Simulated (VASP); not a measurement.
# Mo (P6_3/mmc) in VASP: notebook, part 2 of 3

VASP 6.6.1.

**3. Single point, revPBE (17.59 Å³/atom)**

This run uses another cell than the first one, of 17.59 Å³/atom.

INCAR

```
PREC = Accurate ; ENCUT = 520
EDIFF = 1E-6 ; ISMEAR = -1
SIGMA = 0.1 ; LREAL = False
LASPH = True ; NELM = 80
ALGO = Normal ; ISIF = 2
LWAVE = False ; LCHARG = True
GGA = RE ; LELF = True
LVHAR = True ; NBANDS = 21
```

KPOINTS

```
Automatic mesh
0
Gamma
  15 15 7
```

POSCAR

```
Mo
1.0
    2.8397181497      0.0000000000      0.0000000000
   -1.4198590749      2.4592680572      0.0000000000
    0.0000000000      0.0000000000      5.0364570844
Mo
2
Direct
    0.3333333333      0.6666666667      0.2500000000
    0.6666666667      0.3333333333      0.7500000000
```

Potentials or basis: VASP PAW PBE potentials, release 64 (Mo_sv).

On the command line:

```
$ cat potpaw_PBE.64/Mo_sv/POTCAR > POTCAR
$ mpirun -np 1 vasp_std > vasp.out
```

It took 50 s on 1 thread of Intel Xeon Platinum 8488C (Sapphire Rapids), shared host; peak memory 0.2 GiB.

It converged, with:

* Free energy: -20.0198 eV
* Pressure: -14.8 GPa
* Band gap on the k mesh: zero (bands 14 and 15 overlap by 1.48 eV)

Stress tensor (GPa, compression positive):
```
-15.71   0.00   0.00
  0.00 -15.71   0.00
  0.00   0.00 -13.06
```

Levels at points of the mesh, in eV from the Fermi level:
| k point | band 12 | band 13 | band 14 | band 15 | band 16 | band 17 |
| --- | --- | --- | --- | --- | --- | --- |
| (0.00, 0.00, 0.00) | -0.53 | -0.53 | -0.10 | -0.10 | 0.43 | 1.30 |

Caveat: the cell stands under tension; the PAW data sets were made with another functional, which shifts forces and pressure a little.

**4. Single point, revPBE (18.24 Å³/atom)**

This run uses another cell than the first one, of 18.24 Å³/atom.

INCAR

```
SYSTEM = Mo
PREC = Accurate
ENCUT = 520
EDIFF = 1E-6
ISMEAR = -1
SIGMA = 0.1
LREAL = .FALSE.
LASPH = .TRUE.
NELM = 100
ALGO = Normal
ISIF = 2
LWAVE = .FALSE.
LCHARG = .FALSE.
GGA = RE
NBANDS = 21
```

KPOINTS

```
Automatic mesh
0
G
  15 15 7
  0 0 0
```

POSCAR

```
Mo
1.0
    2.8743522722      0.0000000000      0.0000000000
   -1.4371761361      2.4892620872      0.0000000000
    0.0000000000      0.0000000000      5.0978833466
Mo
2
Direct
    0.3333333333      0.6666666667      0.2500000000
    0.6666666667      0.3333333333      0.7500000000
```

Potentials or basis: VASP PAW PBE potentials, release 64 (Mo_sv).

On the command line:

```
$ cat potpaw_PBE.64/Mo_sv/POTCAR > POTCAR
$ mpirun -np 1 vasp_std > vasp.out
```

OUTCAR:

```text
SYSTEM = Mo
   PREC = Accurate
   ENCUT = 520
   EDIFF = 1E-6
   ISMEAR = -1
   LREAL = .FALSE.
   LASPH = .TRUE.
   NELM = 100
   ISIF = 2
   GGA = RE

 ion  position               nearest neighbor table
   1  0.333  0.667  0.250-   2 3.04   2 3.04   2 3.04   2 3.04   2 3.04   2 3.04
   2  0.667  0.333  0.750-   1 3.04   1 3.04   1 3.04   1 3.04   1 3.04   1 3.04

  LATTYP: Found a hexagonal cell.
 ALAT       =     2.8743522722
 C/A-ratio  =     1.7735763970

  Lattice vectors:

 A1 = (   2.8743522722,   0.0000000000,   0.0000000000)
 A2 = (  -1.4371761361,   2.4892620872,   0.0000000000)
 A3 = (   0.0000000000,   0.0000000000,   5.0978833466)

Analysis of symmetry for initial positions (statically):
=====================================================================
 Subroutine PRICEL returns:
 Original cell was already a primitive cell.

 Routine SETGRP: Setting up the symmetry group for a
 hexagonal supercell.

 Subroutine GETGRP returns: Found 24 space group operations
 (whereof 12 operations were pure point group operations)
 out of a pool of 24 trial point group operations.

The static configuration has the point symmetry D_3d.
 The point group associated with its full space group is D_6h.

Analysis of symmetry for dynamics (positions and initial velocities):
=====================================================================
 Subroutine PRICEL returns:
 Original cell was already a primitive cell.

 Routine SETGRP: Setting up the symmetry group for a
 hexagonal supercell.

 Subroutine GETGRP returns: Found 24 space group operations
 (whereof 12 operations were pure point group operations)
 out of a pool of 24 trial point group operations.

The dynamic configuration has the point symmetry D_3d.
 The point group associated with its full space group is D_6h.

 Subroutine INISYM returns: Found 24 space group operations
 (whereof 12 operations are pure point group operations),
 and found     1 'primitive' translations

[... 108 lines left out ...]
   EFERMI =   0.00;   METHOD = LEGACY
   ISMEAR =    -1;   SIGMA  =   0.10  broadening in eV -4-tet -1-fermi 0-gaus
   EFERMI_NEDOS =   21; number of points for ismear=-14 and -15
   IALGO  =     38    algorithm
   IMIX   =      4    mixing-type and parameters
     AMIX     =   0.40;   BMIX     =  1.00
     AMIX_MAG =   1.60;   BMIX_MAG =  1.00
  volume/ion in A,a.u.               =      18.24       123.07
  Fermi-wavevector in a.u.,A,eV,Ry     =   1.498974  2.832650 30.571231  2.246922
  Thomas-Fermi vector in A             =   2.610663
   LORBIT       =      0    0 simple, 1 ext, 2 COOP (PROOUT), +10 PAW based schemes
   GGA     = RE    functional components
   LHFCALC =     F    Hartree Fock is set to
   AEXX    =    0.0000 exact exchange contribution
   IVDW    =     0    specifies the selected vdW correction
   LEPSILON=     F    determine dielectric tensor
   LRPA    =     F    only Hartree local field effects (RPA)
 non-spin polarized calculation
  energy-cutoff  :      520.00
  volume of cell :       36.48
 maximum number of plane-waves:      1003
 NGX is ok and might be reduce to    24
   NGX = 11   NGY = 11   NGZ = 19

 number of electron      27.9999996 magnetization

 Free energy of the ion-electron system (eV)
  ---------------------------------------------------
  ext. energy  EPLUGINS =         0.00000000
  ---------------------------------------------------
  free energy    TOTEN  =       -19.87657974 eV

  energy without entropy =      -19.77836182  energy(sigma->0) =      -19.82747078

 E-fermi :  10.0630     XC(G=0): -12.4669

 val. band max:       10.0617934664   @ k =   0.2000   0.2000   0.1429
 cond. band min:      10.0644861148   @ k =   0.2667   0.1333   0.1429
 fundamental gap:      0.0026926484
 Fermi energy:        10.0629613085

 k-point     1 :       0.0000    0.0000    0.0000
  band No.  band energies     occupation
      1     -50.8685      2.00000
      2     -50.7775      2.00000
      3     -25.2502      2.00000
      4     -24.5673      2.00000
      5     -24.4191      2.00000
      6     -24.4191      2.00000
[... 565 lines left out ...]
     20      17.4626      0.00000
     21      19.5108      0.00000

 [... further k-points ...]

------------------------ aborting loop because EDIFF is reached ----------------------------------------

  FORCE on cell =-STRESS in cart. coord.  units (eV):
  Direction    XX          YY          ZZ          XY          YZ          ZX
  --------------------------------------------------------------------------------------
  -------------------------------------------------------------------------------------
  Total       -4.9020628     -4.9020628     -4.0874508     -0.0000000      0.0000000      0.0000000
  in kB     -215.3222670   -215.3222670   -179.5405754     -0.0000000      0.0000000      0.0000000
  external PRESSURE =    -203.3950364 kB  Pullay stress =       0.0000000 kB

 VOLUME and BASIS-vectors are now :
 -----------------------------------------------------------------------------
  energy-cutoff  :      520.00
  volume of cell :       36.48
      direct lattice vectors                 reciprocal lattice vectors
     2.874352272  0.000000000  0.000000000     0.347904469  0.200862739  0.000000000
    -1.437176136  2.489262087  0.000000000     0.000000000  0.401725477  0.000000000
     0.000000000  0.000000000  5.097883347     0.000000000  0.000000000  0.196159844

 POSITION                                       TOTAL-FORCE (eV/Angst)
 -----------------------------------------------------------------------------------
     -0.00000      1.65951      1.27447         0.000000      0.000000      0.000000
      1.43718      0.82975      3.82341        -0.000000     -0.000000      0.000000
 -----------------------------------------------------------------------------------
    total drift:                                0.000000     -0.000000      0.000000

  FREE ENERGIE OF THE ION-ELECTRON SYSTEM (eV)
  ---------------------------------------------------
  free  energy   TOTEN  =       -19.8765797400 eV

  energy  without entropy=      -19.7783618185  energy(sigma->0) =      -19.82747078
```

OSZICAR:

```text
N       E                     dE             d eps       ncg     rms          rms(c)
DAV:   1     0.296130376359E+03    0.29613E+03   -0.18025E+04  4560   0.138E+03
DAV:   2    -0.147651079063E+02   -0.31090E+03   -0.30370E+03  5104   0.435E+02
DAV:   3    -0.211924786191E+02   -0.64274E+01   -0.62596E+01  5170   0.629E+01
DAV:   4    -0.212354804576E+02   -0.43002E-01   -0.42910E-01  4891   0.512E+00
DAV:   5    -0.212357674725E+02   -0.28701E-03   -0.28701E-03  5254   0.426E-01    0.139E+01
DAV:   6    -0.200088904931E+02    0.12269E+01   -0.26713E+00  4831   0.134E+01    0.313E+00
DAV:   7    -0.198835623725E+02    0.12533E+00   -0.36305E-01  5211   0.445E+00    0.129E+00
DAV:   8    -0.198763551632E+02    0.72072E-02   -0.10970E-02  4724   0.968E-01    0.316E-01
DAV:   9    -0.198765343192E+02   -0.17916E-03   -0.56725E-04  5221   0.240E-01    0.861E-02
DAV:  10    -0.198765768165E+02   -0.42497E-04   -0.38228E-05  4826   0.543E-02    0.170E-02
DAV:  11    -0.198765800869E+02   -0.32704E-05   -0.58641E-06  5196   0.222E-02    0.369E-03
DAV:  12    -0.198765797400E+02    0.34687E-06   -0.22264E-07  2668   0.401E-03
   1 F= -.19876580E+02 E0= -.19827471E+02  d E =-.982179E-01
```

stdout:

```text
POSCAR found type information on POSCAR Mo
 POSCAR found :  1 types and       2 ions
 scaLAPACK will be used
 -----------------------------------------------------------------------------
|                                                                             |
|                                                                             |
|     You enforced a specific xc type in the INCAR file but a different       |
|     I HOPE YOU KNOW WHAT YOU ARE DOING!                                     |
|                                                                             |
 -----------------------------------------------------------------------------

 LDA part: xc-table for (Slater+PW92), standard interpolation
 POSCAR, INCAR and KPOINTS ok, starting setup
 FFT: planning ... GRIDC
 FFT: planning ... GRID_SOFT
 FFT: planning ... GRID
 WAVECAR not read
 entering main loop
```

It took 45 s on 1 thread of Intel Xeon Platinum 8488C (Sapphire Rapids), shared host; peak memory 0.2 GiB.

Results:

```
Free energy            : -19.8766 eV
Pressure               : -20.3 GPa
Band gap on the k mesh : zero (bands 14 and 15 overlap by 1.40 eV)
```

Caveat: the cell stands under tension; the PAW data sets were made with another functional, which shifts forces and pressure a little.

[end of part 2 of 3]
